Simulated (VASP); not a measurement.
# BAs (I4_1md) in VASP: further runs

The runs below take BAs through single point, with PBE.

All numbers are computed with VASP 6.6.1; they aren't measurements. Logs are shortened: lines on timing, memory, paths and dates and some standing lists are left out, and cuts for length are marked.

### 1 The cell of the first run

The structure is tetragonal, space group I4_1md (No. 109). Conventional cell: a = 3.407 Å, b = 3.407 Å, c = 11.866 Å, α = 90.00°, β = 90.00°, γ = 90.00°. Within 2.6 Å of B (site symmetry 2mm) lie 3 As at 1.95 to 2.01 Å. As (site symmetry 2mm) has 3 B at 1.95 to 2.01 Å within 2.6 Å.

The cell was generated, and may not be a known phase.

### 2 Single point, PBE

INCAR reads:

```
PREC = Accurate
ENCUT = 560
EDIFF = 1E-6
ISMEAR = 0
SIGMA = 0.1
LREAL = F
LASPH = T
NELM = 120
ALGO = Normal
ISIF = 2
LWAVE = F
LCHARG = F
GGA = PE
NBANDS = 26
GGA_COMPAT = F
```

KPOINTS reads:

```
regular mesh
0
Gamma
  8 8 8
```

POSCAR reads:

```
BAs
1.0
   -1.7036858095      1.7036858095      5.9327556105
    1.7036858095     -1.7036858095      5.9327556105
    1.7036858095      1.7036858095     -5.9327556105
B As
2 2
Direct
    0.8347281645      0.8347281645      0.0000000000
    0.5847281645      0.0847281645      0.5000000000
    0.6652718355      0.6652718355      0.0000000000
    0.4152718355      0.9152718355      0.5000000000
```

Potentials or basis: VASP PAW PBE potentials, release 64 (B, As_d).

Run with:

```
cat potpaw_PBE.64/B/POTCAR potpaw_PBE.64/As_d/POTCAR > POTCAR
mpirun -np 1 vasp_std > vasp.out
```

OUTCAR:

```text
PREC = Accurate
   ENCUT = 560
   EDIFF = 1E-6
   ISMEAR = 0
   LREAL = F
   LASPH = T
   NELM = 120
   ISIF = 2
   GGA = PE

 ion  position               nearest neighbor table
   1  0.835  0.835  0.000-   4 1.95   4 1.95   3 2.01
   2  0.585  0.085  0.500-   3 1.95   3 1.95   4 2.01
   3  0.665  0.665  0.000-   2 1.95   2 1.95   1 2.01
   4  0.415  0.915  0.500-   1 1.95   1 1.95   2 2.01

  LATTYP: Found a body centered tetragonal cell.
 ALAT       =     3.4073716190
 C/A-ratio  =     3.4823061725

  Lattice vectors:

 A1 = (  -1.7036858095,   1.7036858095,   5.9327556105)
 A2 = (   1.7036858095,  -1.7036858095,   5.9327556105)
 A3 = (   1.7036858095,   1.7036858095,  -5.9327556105)

Analysis of symmetry for initial positions (statically):
=====================================================================
 Subroutine PRICEL returns:
 Original cell was already a primitive cell.

 Routine SETGRP: Setting up the symmetry group for a
 body centered tetragonal supercell.

 Subroutine GETGRP returns: Found  8 space group operations
 (whereof  4 operations were pure point group operations)
 out of a pool of 16 trial point group operations.

The static configuration has the point symmetry C_2v.
 The point group associated with its full space group is C_4v.

Analysis of symmetry for dynamics (positions and initial velocities):
=====================================================================
 Subroutine PRICEL returns:
 Original cell was already a primitive cell.

 Routine SETGRP: Setting up the symmetry group for a
 body centered tetragonal supercell.

 Subroutine GETGRP returns: Found  8 space group operations
 (whereof  4 operations were pure point group operations)
 out of a pool of 16 trial point group operations.

The dynamic configuration has the point symmetry C_2v.
 The point group associated with its full space group is C_4v.

 Subroutine INISYM returns: Found  8 space group operations
 (whereof  4 operations are pure point group operations),
 and found     1 'primitive' translations

----------------------------------------------------------------------------------------

                                     Primitive cell

  volume of cell :      68.8804

  direct lattice vectors                    reciprocal lattice vectors
    -1.703685810  1.703685810  5.932755611     0.000000000  0.293481343  0.084277869
     1.703685810 -1.703685810  5.932755611     0.293481343  0.000000000  0.084277869
     1.703685810  1.703685810 -5.932755611     0.293481343  0.293481343  0.000000000

  length of vectors
     6.403333492  6.403333492  6.403333492     0.305342526  0.305342526  0.415045296

  position of ions in fractional coordinates (direct lattice)
     0.834728164  0.834728164  0.000000000
     0.584728164  0.084728164  0.500000000
     0.665271836  0.665271836  0.000000000
     0.415271836  0.915271836  0.500000000

  ion indices of the primitive-cell ions
   primitive index   ion index
                 1           1
                 2           2
                 3           3
                 4           4

----------------------------------------------------------------------------------------

 KPOINTS: regular mesh

Automatic generation of k-mesh.
 Grid dimensions read from file:
 generate k-points for:    8    8    8

 Generating k-lattice:

  Cartesian coordinates                     Fractional coordinates (reciprocal lattice)
     0.000000000  0.036685168  0.010534734     0.125000000 -0.000000000  0.000000000
     0.036685168  0.000000000  0.010534734    -0.000000000  0.125000000  0.000000000
     0.036685168  0.036685168  0.000000000     0.000000000  0.000000000  0.125000000

  Length of vectors
     0.038167816  0.038167816  0.051880662

  Shift w.r.t. Gamma in fractional coordinates (k-lattice)
     0.000000000  0.000000000  0.000000000

 Subroutine IBZKPT returns following result:
 ===========================================

 Found     59 irreducible k-points:

 Following reciprocal coordinates:
            Coordinates               Weight
  0.000000  0.000000  0.000000      1.000000
  0.125000  0.000000 -0.000000      8.000000
  0.250000  0.000000 -0.000000      8.000000
  0.375000  0.000000 -0.000000      8.000000
  0.500000  0.000000 -0.000000      4.000000
  0.125000  0.125000 -0.000000      8.000000
[... 16 lines left out ...]
  0.250000  0.125000  0.125000     16.000000
  0.375000  0.125000  0.125000      8.000000
 [... further k-points ...]
   k-points           NKPTS =     59   k-points in BZ     NKDIM =     59   number of bands    NBANDS=     26
   number of dos      NEDOS =    301   number of ions     NIONS =      4
   total plane-waves  NPLWV = 125000
   dimension x,y,z NGX =    50 NGY =   50 NGZ =   50
   dimension x,y,z NGXF=   100 NGYF=  100 NGZF=  100
   ions per type =               2   2
   NGX,Y,Z   is equivalent  to a cutoff of  12.98, 12.98, 12.98 a.u.
   NGXF,Y,Z  is equivalent  to a cutoff of  25.96, 25.96, 25.96 a.u.
 SYSTEM =  unknown system
   PREC   = accura    normal or accurate (medium, high low for compatibility)
   ISTART =      0    job   : 0-new  1-cont  2-samecut
   ICHARG =      2    charge: 1-file 2-atom 10-const
   ISPIN  =      1    spin polarized calculation?
   LNONCOLLINEAR =      F non collinear calculations
   LSORBIT =      F    spin-orbit coupling
   LASPH  =      T    aspherical Exc in radial PAW
   ENCUT  =  560.0 eV  41.16 Ry    6.42 a.u.  12.36 12.36 12.36*2*pi/ulx,y,z
   NELM   =    120;   NELMIN=  2; NELMDL= -5     # of ELM steps
   EDIFF  = 0.1E-05   stopping-criterion for ELM
   LREAL  =      F    real-space projection
   EDIFFG = 0.1E-04   stopping-criterion for IOM
   NSW    =      0    number of steps for IOM
   IBRION =     -1    ionic relax: 0-MD 1-quasi-New 2-CG
   NFREE  =      0    steps in history (QN), initial steepest desc. (CG)
   ISIF   =      2    stress and relaxation
   ISYM   =      2    0-nonsym 1-usesym 2-fastsym
   POTIM  = 0.5000    time-step for ionic-motion
   TEBEG  =    0.0;   TEEND  =   0.0 temperature during run
   PSTRESS=    0.0 pullay stress
   NELECT =      36.0000    total number of electrons
   NUPDOWN=      -1.0000    fix difference up-down
   EMIN   =  10.00;   EMAX   =-10.00  energy-range for DOS
   EFERMI =   0.00;   METHOD = LEGACY
   ISMEAR =     0;   SIGMA  =   0.10  broadening in eV -4-tet -1-fermi 0-gaus
   EFERMI_NEDOS =   21; number of points for ismear=-14 and -15
   IALGO  =     38    algorithm
   IMIX   =      4    mixing-type and parameters
     AMIX     =   0.40;   BMIX     =  1.00
     AMIX_MAG =   1.60;   BMIX_MAG =  1.00
  volume/ion in A,a.u.               =      17.22       116.21
  Fermi-wavevector in a.u.,A,eV,Ry     =   1.318693  2.491969 23.659883  1.738952
  Thomas-Fermi vector in A             =   2.448645
   LORBIT       =      0    0 simple, 1 ext, 2 COOP (PROOUT), +10 PAW based schemes
   GGA     = PE    functional components
   LHFCALC =     F    Hartree Fock is set to
   AEXX    =    0.0000 exact exchange contribution
   IVDW    =     0    specifies the selected vdW correction
   LEPSILON=     F    determine dielectric tensor
   LRPA    =     F    only Hartree local field effects (RPA)
 non-spin polarized calculation
 Gauss-broadening in eV      SIGMA  =   0.10
  energy-cutoff  :      560.00
  volume of cell :       68.88
 maximum number of plane-waves:      2115
 NGX is ok and might be reduce to    50
   NGX = 25   NGY = 25   NGZ = 25

 number of electron      35.9999991 magnetization

 Free energy of the ion-electron system (eV)
  ---------------------------------------------------
  ext. energy  EPLUGINS =         0.00000000
  ---------------------------------------------------
  free energy    TOTEN  =       -20.59568225 eV

  energy without entropy =      -20.59146038  energy(sigma->0) =      -20.59357132

 E-fermi :   2.9841     XC(G=0):  -9.8842

 val. band max:        2.8266371935   @ k =  -0.1250  -0.3750   0.1250
 cond. band min:       2.9913618179   @ k =   0.5000   0.2500   0.1250
 fundamental gap:      0.1647246244
 Fermi energy:         2.9841300382

 k-point     1 :       0.0000    0.0000    0.0000
  band No.  band energies     occupation
      1     -33.0755      2.00000
      2     -33.0733      2.00000
      3     -33.0426      2.00000
      4     -33.0426      2.00000
      5     -33.0228      2.00000
      6     -33.0220      2.00000
[... 18 lines left out ...]
     25       8.5977      0.00000
     26      10.4577      0.00000

 k-point     2 :       0.1250    0.0000   -0.0000
  band No.  band energies     occupation
      1     -33.0749      2.00000
      2     -33.0726      2.00000
      3     -33.0429      2.00000
      4     -33.0426      2.00000
      5     -33.0224      2.00000
      6     -33.0221      2.00000
[... 18 lines left out ...]
     25       9.3893      0.00000
     26      10.4101      0.00000

 k-point     3 :       0.2500    0.0000   -0.0000
  band No.  band energies     occupation
      1     -33.0738      2.00000
      2     -33.0703      2.00000
      3     -33.0435      2.00000
      4     -33.0426      2.00000
      5     -33.0232      2.00000
      6     -33.0223      2.00000
[... 18 lines left out ...]
     25       9.9760      0.00000
     26      10.8279      0.00000

 k-point     4 :       0.3750    0.0000   -0.0000
  band No.  band energies     occupation
      1     -33.0730      2.00000
      2     -33.0678      2.00000
      3     -33.0442      2.00000
      4     -33.0425      2.00000
      5     -33.0242      2.00000
      6     -33.0231      2.00000
[... 18 lines left out ...]
     25      10.8810      0.00000
     26      11.3448      0.00000
[... 496 lines left out ...]
      1     -33.0705      2.00000
      2     -33.0689      2.00000
      3     -33.0434      2.00000
      4     -33.0434      2.00000
      5     -33.0244      2.00000
      6     -33.0238      2.00000
[... 18 lines left out ...]
     25      10.3607      0.00000
     26      10.6142      0.00000

 k-point    23 :       0.2500    0.1250    0.1250
  band No.  band energies     occupation
      1     -33.0693      2.00000
      2     -33.0669      2.00000
      3     -33.0440      2.00000
      4     -33.0433      2.00000
      5     -33.0253      2.00000
      6     -33.0247      2.00000
[... 18 lines left out ...]
     25      10.6305      0.00000
     26      11.4966      0.00000

 k-point    24 :       0.3750    0.1250    0.1250
  band No.  band energies     occupation
      1     -33.0691      2.00000
      2     -33.0659      2.00000
      3     -33.0442      2.00000
      4     -33.0433      2.00000
      5     -33.0257      2.00000
      6     -33.0251      2.00000
[... 18 lines left out ...]
     25      10.9352      0.00000
     26      11.2414      0.00000

 [... further k-points ...]

------------------------ aborting loop because EDIFF is reached ----------------------------------------

  FORCE on cell =-STRESS in cart. coord.  units (eV):
  Direction    XX          YY          ZZ          XY          YZ          ZX
  --------------------------------------------------------------------------------------
  -------------------------------------------------------------------------------------
  Total       -0.0474636     -0.0474636     -0.0615004      0.0000000      0.0000000      0.0000000
  in kB       -1.1040177     -1.1040177     -1.4305180      0.0000000      0.0000000      0.0000000
  external PRESSURE =      -1.2128512 kB  Pullay stress =       0.0000000 kB

 VOLUME and BASIS-vectors are now :
 -----------------------------------------------------------------------------
  energy-cutoff  :      560.00
  volume of cell :       68.88
      direct lattice vectors                 reciprocal lattice vectors
    -1.703685810  1.703685810  5.932755611     0.000000000  0.293481343  0.084277869
     1.703685810 -1.703685810  5.932755611     0.293481343  0.000000000  0.084277869
     1.703685810  1.703685810 -5.932755611     0.293481343  0.293481343  0.000000000

 POSITION                                       TOTAL-FORCE (eV/Angst)
 -----------------------------------------------------------------------------------
      0.00000      0.00000      9.90448        -0.000000     -0.000000     -0.027485
      0.00000      1.70369      1.00534         0.000000      0.000000     -0.027485
      0.00000      0.00000      7.89379        -0.000000     -0.000000      0.027485
      1.70369      0.00000      4.92741        -0.000000     -0.000000      0.027485
 -----------------------------------------------------------------------------------
    total drift:                                0.000001      0.000001      0.000804

  FREE ENERGIE OF THE ION-ELECTRON SYSTEM (eV)
  ---------------------------------------------------
  free  energy   TOTEN  =       -20.5956822505 eV

  energy  without entropy=      -20.5914603827  energy(sigma->0) =      -20.59357132
```

Wall time 4 min (1 thread of Intel Xeon Platinum 8375C at 2.90GHz (Ice Lake), shared host); peak memory 0.39 GiB.

What came out:

```
Free energy            : -20.5957 eV
Pressure               : -0.1 GPa
Largest force          : 0.027 eV/Å
Band gap on the k mesh : zero (bands 18 and 19 overlap by 2.50 eV)
```

Forces in eV/Å, atoms in the order of the input:
```
B    0.000  0.000 -0.027
B    0.000  0.000 -0.027
As   0.000  0.000  0.027
As   0.000  0.000  0.027
```

### 3 Single point, PBE

This run uses another cell than the first one, of 16.41 Å³/atom.

INCAR reads:

```
PREC = Accurate ; ENCUT = 560
EDIFF = 1E-6 ; ISMEAR = 0
SIGMA = 0.1 ; LREAL = False
LASPH = True ; NELM = 120
ALGO = Normal ; ISIF = 2
LWAVE = False ; LCHARG = False
GGA = PE ; NBANDS = 26
GGA_COMPAT = False
```

KPOINTS reads:

```
Automatic mesh
0
Gamma
  8 8 8
```

POSCAR reads:

```
BAs
1.0
   -1.6795627700      1.6795627700      5.8181759100
    1.6795627700     -1.6795627700      5.8181759100
    1.6795627700      1.6795627700     -5.8181759100
B As
2 2
Direct
    0.8333333400      0.8333333400      0.0000000000
    0.5833333400      0.0833333400      0.5000000000
    0.6666666600      0.6666666600      0.0000000000
    0.4166666600      0.9166666600      0.5000000000
```

Potentials or basis: VASP PAW PBE potentials, release 64 (B, As_d).

Run with:

```
cat potpaw_PBE.64/B/POTCAR potpaw_PBE.64/As_d/POTCAR > POTCAR
mpirun -np 1 vasp_std > vasp.out
```

OUTCAR:

```text
PREC = Accurate
   ENCUT = 560
   EDIFF = 1E-6
   ISMEAR = 0
   LREAL = False
   LASPH = True
   NELM = 120
   ISIF = 2
   GGA = PE

 ion  position               nearest neighbor table
   1  0.833  0.833  0.000-   4 1.94   4 1.94   3 1.94
   2  0.583  0.083  0.500-   3 1.94   3 1.94   4 1.94
   3  0.667  0.667  0.000-   2 1.94   2 1.94   1 1.94
   4  0.417  0.917  0.500-   1 1.94   1 1.94   2 1.94

  LATTYP: Found a body centered tetragonal cell.
 ALAT       =     3.3591255400
 C/A-ratio  =     3.4641014995

  Lattice vectors:

 A1 = (  -1.6795627700,   1.6795627700,   5.8181759100)
 A2 = (   1.6795627700,  -1.6795627700,   5.8181759100)
 A3 = (   1.6795627700,   1.6795627700,  -5.8181759100)

Analysis of symmetry for initial positions (statically):
=====================================================================
 Subroutine PRICEL returns:
 Original cell was already a primitive cell.

 Routine SETGRP: Setting up the symmetry group for a
 body centered tetragonal supercell.

 Subroutine GETGRP returns: Found  8 space group operations
[... 170 lines left out ...]
  energy without entropy =      -20.51280042  energy(sigma->0) =      -20.51451187

 E-fermi :   3.3192     XC(G=0): -10.1009

 val. band max:        3.2703306545   @ k =   0.5000   0.2500   0.1250
 cond. band min:       3.3349014355   @ k =   0.3750   0.3750   0.0000
 fundamental gap:      0.0645707810
 Fermi energy:         3.3191517274

 k-point     1 :       0.0000    0.0000    0.0000
  band No.  band energies     occupation
      1     -32.7414      2.00000
      2     -32.7389      2.00000
      3     -32.7001      2.00000
      4     -32.7001      2.00000
      5     -32.6835      2.00000
      6     -32.6828      2.00000
[... 685 lines left out ...]
     25      11.3351      0.00000
     26      11.8674      0.00000

 [... further k-points ...]

------------------------ aborting loop because EDIFF is reached ----------------------------------------

  FORCE on cell =-STRESS in cart. coord.  units (eV):
  Direction    XX          YY          ZZ          XY          YZ          ZX
  --------------------------------------------------------------------------------------
  -------------------------------------------------------------------------------------
  Total        1.1256193      1.1256193      4.3715260      0.0000000      0.0000000      0.0000000
  in kB       27.4702627     27.4702627    106.6852386      0.0000000      0.0000000      0.0000000
  external PRESSURE =      53.8752547 kB  Pullay stress =       0.0000000 kB

 VOLUME and BASIS-vectors are now :
 -----------------------------------------------------------------------------
  energy-cutoff  :      560.00
  volume of cell :       65.65
      direct lattice vectors                 reciprocal lattice vectors
    -1.679562770  1.679562770  5.818175910     0.000000000  0.297696525  0.085937587
     1.679562770 -1.679562770  5.818175910     0.297696525  0.000000000  0.085937587
     1.679562770  1.679562770 -5.818175910     0.297696525  0.297696525  0.000000000

 POSITION                                       TOTAL-FORCE (eV/Angst)
 -----------------------------------------------------------------------------------
      0.00000      0.00000      9.69696         0.000000      0.000000      0.762850
      0.00000      1.67956      0.96970         0.000000      0.000000      0.762850
      0.00000      0.00000      7.75757        -0.000000     -0.000000     -0.762850
      1.67956      0.00000      4.84848        -0.000000     -0.000000     -0.762850
 -----------------------------------------------------------------------------------
    total drift:                                0.000003      0.000003     -0.001185

  FREE ENERGIE OF THE ION-ELECTRON SYSTEM (eV)
  ---------------------------------------------------
  free  energy   TOTEN  =       -20.5162233139 eV

  energy  without entropy=      -20.5128004204  energy(sigma->0) =      -20.51451187
```

stdout:

```text
POSCAR found type information on POSCAR B As
 POSCAR found :  2 types and       4 ions
 scaLAPACK will be used
 LDA part: xc-table for (Slater+PW92), standard interpolation
 POSCAR, INCAR and KPOINTS ok, starting setup
 FFT: planning ... GRIDC
 FFT: planning ... GRID_SOFT
 FFT: planning ... GRID
 WAVECAR not read
 entering main loop
```

It took 3.9 min on 1 thread of Intel Xeon Platinum 8259CL at 2.50GHz (Skylake/Cascade Lake), shared host; peak memory 0.39 GiB.

What came out:

* Free energy: -20.5162 eV
* Pressure: 5.4 GPa
* Largest force: 0.763 eV/Å
* Band gap on the k mesh: zero (bands 18 and 19 overlap by 2.60 eV)

Forces on the atoms (eV/Å):
```
B    0.000  0.000  0.763
B    0.000  0.000  0.763
As   0.000  0.000 -0.763
As   0.000  0.000 -0.763
```

Levels at points of the mesh, in eV from the Fermi level:
| k point | band 14 | band 15 | band 16 | band 17 | band 18 | band 19 | band 20 | band 21 | band 22 | band 23 |
| --- | --- | --- | --- | --- | --- | --- | --- | --- | --- | --- |
| (0.00, 0.00, 0.00) | -3.44 | -3.44 | -2.11 | -1.16 | -1.16 | 2.10 | 2.53 | 3.52 | 5.23 | 5.25 |
| (0.50, 0.00, 0.00) | -6.89 | -4.62 | -4.00 | -3.12 | 1.36 | 1.39 | 2.23 | 3.36 | 3.86 | 6.49 |
| (0.50, 0.50, 0.00) | -7.99 | -5.09 | -5.09 | -2.43 | -2.43 | -1.24 | -1.24 | 4.50 | 4.50 | 5.46 |
| (0.50, 0.50, 0.50) | -5.95 | -3.69 | -3.69 | -0.29 | -0.29 | 2.19 | 2.19 | 3.52 | 3.52 | 5.60 |

Caveat: the stress differs along the axes, from 3 to 11 GPa.

The gap in the log of VASP goes by the Fermi energy; the results here count the filled bands.